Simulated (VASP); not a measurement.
# CuO (F-43m) in VASP: single point with PBE

Aim: the single point of CuO with PBE.

Everything below comes from runs of VASP 6.6.1. Logs are shortened: lines on timing, memory, paths and dates and some standing lists are left out, and cuts for length are marked.

## (1) The cell of the first run

The structure is cubic, space group F-43m (No. 216). Conventional cell: a = 4.523 Å, b = 4.523 Å, c = 4.523 Å, α = 90.00°, β = 90.00°, γ = 90.00°. Cu (site symmetry -43m) has 4 O at 1.96 Å within 2.6 Å. O (site symmetry -43m) has 4 Cu at 1.96 Å within 2.6 Å.

## (2) Single point, PBE

Input file INCAR:

```
SYSTEM = CuO
PREC = Accurate
ENCUT = 820
EDIFF = 1E-6
ISMEAR = 0
SIGMA = 0.1
LREAL = .FALSE.
LASPH = .TRUE.
NELM = 120
ALGO = Normal
ISIF = 2
LWAVE = .FALSE.
LCHARG = .FALSE.
GGA = PE
NBANDS = 20
GGA_COMPAT = .FALSE.
```

Input file KPOINTS:

```
Automatic mesh
0
G
  22 22 22
  0 0 0
```

Input file POSCAR:

```
CuO
1.0
    0.0000000000      2.2616376109      2.2616376109
    2.2616376109      0.0000000000      2.2616376109
    2.2616376109      2.2616376109      0.0000000000
Cu O
1 1
Direct
    0.0000000000      0.0000000000      0.0000000000
    0.7500000000      0.7500000000      0.7500000000
```

Potentials or basis: VASP PAW PBE potentials, release 64 (Cu_sv_GW, O).

Started as:

```console
$ cat potpaw_PBE.64/Cu_sv_GW/POTCAR potpaw_PBE.64/O/POTCAR > POTCAR
$ mpirun -np 1 vasp_std > vasp.out
```

OUTCAR:

```text
SYSTEM = CuO
   PREC = Accurate
   ENCUT = 820
   EDIFF = 1E-6
   ISMEAR = 0
   LREAL = .FALSE.
   LASPH = .TRUE.
   NELM = 120
   ISIF = 2
   GGA = PE

 ion  position               nearest neighbor table
   1  0.000  0.000  0.000-   2 1.96   2 1.96   2 1.96   2 1.96
   2  0.750  0.750  0.750-   1 1.96   1 1.96   1 1.96   1 1.96

  LATTYP: Found a face centered cubic cell.
 ALAT       =     4.5232752218

  Lattice vectors:

 A1 = (   0.0000000000,   2.2616376109,   2.2616376109)
 A2 = (   2.2616376109,   0.0000000000,   2.2616376109)
 A3 = (   2.2616376109,   2.2616376109,   0.0000000000)

Analysis of symmetry for initial positions (statically):
=====================================================================
 Subroutine PRICEL returns:
 Original cell was already a primitive cell.

 Routine SETGRP: Setting up the symmetry group for a
 face centered cubic supercell.

 Subroutine GETGRP returns: Found 24 space group operations
 (whereof 24 operations were pure point group operations)
 out of a pool of 48 trial point group operations.

The static configuration has the point symmetry T_d .

Analysis of symmetry for dynamics (positions and initial velocities):
=====================================================================
 Subroutine PRICEL returns:
 Original cell was already a primitive cell.

 Routine SETGRP: Setting up the symmetry group for a
 face centered cubic supercell.

 Subroutine GETGRP returns: Found 24 space group operations
 (whereof 24 operations were pure point group operations)
 out of a pool of 48 trial point group operations.

The dynamic configuration has the point symmetry T_d .

 Subroutine INISYM returns: Found 24 space group operations
 (whereof 24 operations are pure point group operations),
 and found     1 'primitive' translations

----------------------------------------------------------------------------------------

                                     Primitive cell

  volume of cell :      23.1366

  direct lattice vectors                    reciprocal lattice vectors
     0.000000000  2.261637611  2.261637611    -0.221078743  0.221078743  0.221078743
     2.261637611  0.000000000  2.261637611     0.221078743 -0.221078743  0.221078743
     2.261637611  2.261637611  0.000000000     0.221078743  0.221078743 -0.221078743

  length of vectors
     3.198438583  3.198438583  3.198438583     0.382919615  0.382919615  0.382919615

  position of ions in fractional coordinates (direct lattice)
     0.000000000  0.000000000  0.000000000
     0.750000000  0.750000000  0.750000000

  ion indices of the primitive-cell ions
   primitive index   ion index
                 1           1
                 2           2

----------------------------------------------------------------------------------------

 KPOINTS: Automatic mesh

Automatic generation of k-mesh.
 Grid dimensions read from file:
 generate k-points for:   22   22   22

 Generating k-lattice:

  Cartesian coordinates                     Fractional coordinates (reciprocal lattice)
    -0.010049034  0.010049034  0.010049034     0.045454545  0.000000000  0.000000000
     0.010049034 -0.010049034  0.010049034     0.000000000  0.045454545  0.000000000
     0.010049034  0.010049034 -0.010049034     0.000000000  0.000000000  0.045454545

  Length of vectors
     0.017405437  0.017405437  0.017405437

  Shift w.r.t. Gamma in fractional coordinates (k-lattice)
     0.000000000  0.000000000  0.000000000

 Subroutine IBZKPT returns following result:
 ===========================================

 Found    328 irreducible k-points:

 Following reciprocal coordinates:
            Coordinates               Weight
  0.000000  0.000000  0.000000      1.000000
  0.045455  0.000000  0.000000      8.000000
  0.090909  0.000000  0.000000      8.000000
  0.136364  0.000000  0.000000      8.000000
  0.181818  0.000000  0.000000      8.000000
  0.227273  0.000000  0.000000      8.000000
[... 16 lines left out ...]
  0.500000  0.045455  0.000000     24.000000
 -0.454545  0.045455  0.000000     24.000000
 [... further k-points ...]
   k-points           NKPTS =    328   k-points in BZ     NKDIM =    328   number of bands    NBANDS=     20
   number of dos      NEDOS =    301   number of ions     NIONS =      2
   total plane-waves  NPLWV =  27000
   dimension x,y,z NGX =    30 NGY =   30 NGZ =   30
   dimension x,y,z NGXF=    60 NGYF=   60 NGZF=   60
   ions per type =               1   1
   NGX,Y,Z   is equivalent  to a cutoff of  15.59, 15.59, 15.59 a.u.
   NGXF,Y,Z  is equivalent  to a cutoff of  31.19, 31.19, 31.19 a.u.
 SYSTEM =  CuO
   PREC   = accura    normal or accurate (medium, high low for compatibility)
   ISTART =      0    job   : 0-new  1-cont  2-samecut
   ICHARG =      2    charge: 1-file 2-atom 10-const
   ISPIN  =      1    spin polarized calculation?
   LNONCOLLINEAR =      F non collinear calculations
   LSORBIT =      F    spin-orbit coupling
   LASPH  =      T    aspherical Exc in radial PAW
   ENCUT  =  820.0 eV  60.27 Ry    7.76 a.u.   7.47  7.47  7.47*2*pi/ulx,y,z
   NELM   =    120;   NELMIN=  2; NELMDL= -5     # of ELM steps
   EDIFF  = 0.1E-05   stopping-criterion for ELM
   LREAL  =      F    real-space projection
   EDIFFG = 0.1E-04   stopping-criterion for IOM
   NSW    =      0    number of steps for IOM
   IBRION =     -1    ionic relax: 0-MD 1-quasi-New 2-CG
   NFREE  =      0    steps in history (QN), initial steepest desc. (CG)
   ISIF   =      2    stress and relaxation
   ISYM   =      2    0-nonsym 1-usesym 2-fastsym
   POTIM  = 0.5000    time-step for ionic-motion
   TEBEG  =    0.0;   TEEND  =   0.0 temperature during run
   PSTRESS=    0.0 pullay stress
   NELECT =      25.0000    total number of electrons
   NUPDOWN=      -1.0000    fix difference up-down
   EMIN   =  10.00;   EMAX   =-10.00  energy-range for DOS
   EFERMI =   0.00;   METHOD = LEGACY
   ISMEAR =     0;   SIGMA  =   0.10  broadening in eV -4-tet -1-fermi 0-gaus
   EFERMI_NEDOS =   21; number of points for ismear=-14 and -15
   IALGO  =     38    algorithm
   IMIX   =      4    mixing-type and parameters
     AMIX     =   0.40;   BMIX     =  1.00
     AMIX_MAG =   1.60;   BMIX_MAG =  1.00
  volume/ion in A,a.u.               =      11.57        78.07
  Fermi-wavevector in a.u.,A,eV,Ry     =   1.679920  3.174588 38.397406  2.822130
  Thomas-Fermi vector in A             =   2.763746
   LORBIT       =      0    0 simple, 1 ext, 2 COOP (PROOUT), +10 PAW based schemes
   GGA     = PE    functional components
   LHFCALC =     F    Hartree Fock is set to
   AEXX    =    0.0000 exact exchange contribution
   IVDW    =     0    specifies the selected vdW correction
   LEPSILON=     F    determine dielectric tensor
   LRPA    =     F    only Hartree local field effects (RPA)
 non-spin polarized calculation
 Gauss-broadening in eV      SIGMA  =   0.10
  energy-cutoff  :      820.00
  volume of cell :       23.14
 maximum number of plane-waves:      1255
 NGX is ok and might be reduce to    30
   NGX = 15   NGY = 15   NGZ = 15

 number of electron      25.0000008 magnetization

 Free energy of the ion-electron system (eV)
  ---------------------------------------------------
  ext. energy  EPLUGINS =         0.00000000
  ---------------------------------------------------
  free energy    TOTEN  =        -9.64297972 eV

  energy without entropy =       -9.63025976  energy(sigma->0) =       -9.63661974

 E-fermi :   4.0393     XC(G=0): -11.3637

 val. band max:        4.0344206431   @ k =   0.4545   0.1364   0.0455
 cond. band min:       4.0406864771   @ k =   0.1818   0.1818   0.0000
 fundamental gap:      0.0062658341
 Fermi energy:         4.0392954761

 k-point     1 :       0.0000    0.0000    0.0000
  band No.  band energies     occupation
      1    -108.0782      2.00000
      2     -65.4539      2.00000
      3     -65.4539      2.00000
      4     -65.4539      2.00000
      5     -14.8964      2.00000
      6      -0.8806      2.00000
[... 12 lines left out ...]
     19      25.0560      0.00000
     20      25.0633      0.00000

 k-point     2 :       0.0455    0.0000    0.0000
  band No.  band energies     occupation
      1    -108.0782      2.00000
      2     -65.4540      2.00000
      3     -65.4539      2.00000
      4     -65.4539      2.00000
      5     -14.8839      2.00000
      6      -0.9164      2.00000
[... 12 lines left out ...]
     19      24.8122      0.00000
     20      24.8122      0.00000

 k-point     3 :       0.0909    0.0000    0.0000
  band No.  band energies     occupation
      1    -108.0781      2.00000
      2     -65.4544      2.00000
      3     -65.4540      2.00000
      4     -65.4540      2.00000
      5     -14.8471      2.00000
      6      -1.0161      2.00000
[... 12 lines left out ...]
     19      24.3540      0.00000
     20      24.3540      0.00000

 k-point     4 :       0.1364    0.0000    0.0000
  band No.  band energies     occupation
      1    -108.0781      2.00000
      2     -65.4552      2.00000
      3     -65.4541      2.00000
      4     -65.4541      2.00000
      5     -14.7885      2.00000
      6      -1.1607      2.00000
[... 12 lines left out ...]
     19      23.9481      0.00000
     20      23.9481      0.00000

 k-point     5 :       0.1818    0.0000    0.0000
  band No.  band energies     occupation
      1    -108.0780      2.00000
      2     -65.4559      2.00000
      3     -65.4542      2.00000
      4     -65.4542      2.00000
      5     -14.7123      2.00000
      6      -1.3268      2.00000
[... 12 lines left out ...]
     19      23.7017      0.00000
     20      23.7017      0.00000
[... 353 lines left out ...]
      6      -1.9044      2.00000
[... 12 lines left out ...]
     19      24.5296      0.00000
     20      25.4153      0.00000

 k-point    22 :       0.4545    0.0455    0.0000
  band No.  band energies     occupation
      1    -108.0776      2.00000
      2     -65.4601      2.00000
      3     -65.4550      2.00000
      4     -65.4549      2.00000
      5     -14.2586      2.00000
      6      -1.9481      2.00000
[... 12 lines left out ...]
     19      25.0388      0.00000
     20      25.6782      0.00000

 k-point    23 :       0.5000    0.0455    0.0000
  band No.  band energies     occupation
      1    -108.0775      2.00000
      2     -65.4602      2.00000
      3     -65.4549      2.00000
      4     -65.4549      2.00000
      5     -14.2354      2.00000
      6      -1.9669      2.00000
[... 12 lines left out ...]
     19      25.4161      0.00000
     20      25.7122      0.00000

 k-point    24 :      -0.4545    0.0455    0.0000
  band No.  band energies     occupation
      1    -108.0776      2.00000
      2     -65.4602      2.00000
      3     -65.4550      2.00000
      4     -65.4549      2.00000
      5     -14.2401      2.00000
      6      -1.9627      2.00000
[... 12 lines left out ...]
     19      25.4523      0.00000
     20      25.5663      0.00000

 [... further k-points ...]

------------------------ aborting loop because EDIFF is reached ----------------------------------------

  FORCE on cell =-STRESS in cart. coord.  units (eV):
  Direction    XX          YY          ZZ          XY          YZ          ZX
  --------------------------------------------------------------------------------------
  -------------------------------------------------------------------------------------
  Total       -0.0902530     -0.0902530     -0.0902530      0.0000000     -0.0000000      0.0000000
  in kB       -6.2499031     -6.2499031     -6.2499031      0.0000000     -0.0000000      0.0000000
  external PRESSURE =      -6.2499031 kB  Pullay stress =       0.0000000 kB

 VOLUME and BASIS-vectors are now :
 -----------------------------------------------------------------------------
  energy-cutoff  :      820.00
  volume of cell :       23.14
      direct lattice vectors                 reciprocal lattice vectors
     0.000000000  2.261637611  2.261637611    -0.221078743  0.221078743  0.221078743
     2.261637611  0.000000000  2.261637611     0.221078743 -0.221078743  0.221078743
     2.261637611  2.261637611  0.000000000     0.221078743  0.221078743 -0.221078743

 POSITION                                       TOTAL-FORCE (eV/Angst)
 -----------------------------------------------------------------------------------
      0.00000      0.00000      0.00000         0.000000      0.000000      0.000000
      3.39246      3.39246      3.39246        -0.000000     -0.000000     -0.000000
 -----------------------------------------------------------------------------------
    total drift:                               -0.000000     -0.000000     -0.000001

  FREE ENERGIE OF THE ION-ELECTRON SYSTEM (eV)
  ---------------------------------------------------
  free  energy   TOTEN  =        -9.6429797238 eV

  energy  without entropy=       -9.6302597629  energy(sigma->0) =       -9.63661974
```

Wall time 4.2 min (1 thread of AMD EPYC 7R13 (Zen 3), shared host); peak memory 0.43 GiB.

What came out:

```
Free energy            : -9.6430 eV
Pressure               : -0.6 GPa
Band gap on the k mesh : zero (an odd number of electrons rules out a gap without spin polarisation)
```

Levels at points of the mesh, in eV from the Fermi level:
```tsv
k point	band 11	band 12	band 13	band 14	band 15	band 16
(0.00, 0.00, 0.00)	0.80	0.80	0.80	0.93	14.31	14.31
(0.50, 0.00, 0.00)	-1.80	-0.02	-0.02	6.10	7.87	13.93
(0.50, 0.50, 0.00)	-1.40	-1.13	-1.13	5.82	9.92	11.53
```

Caveat: an odd number of electrons without spin polarisation forces a metal; a magnetic or distorted state may lie lower; semilocal functionals often make such compounds metallic where correlation or magnetic order opens a gap, which also shifts bond lengths. With open d or f shells a metallic result of PBE can be an artefact of self-interaction; +U or a hybrid may open a gap.
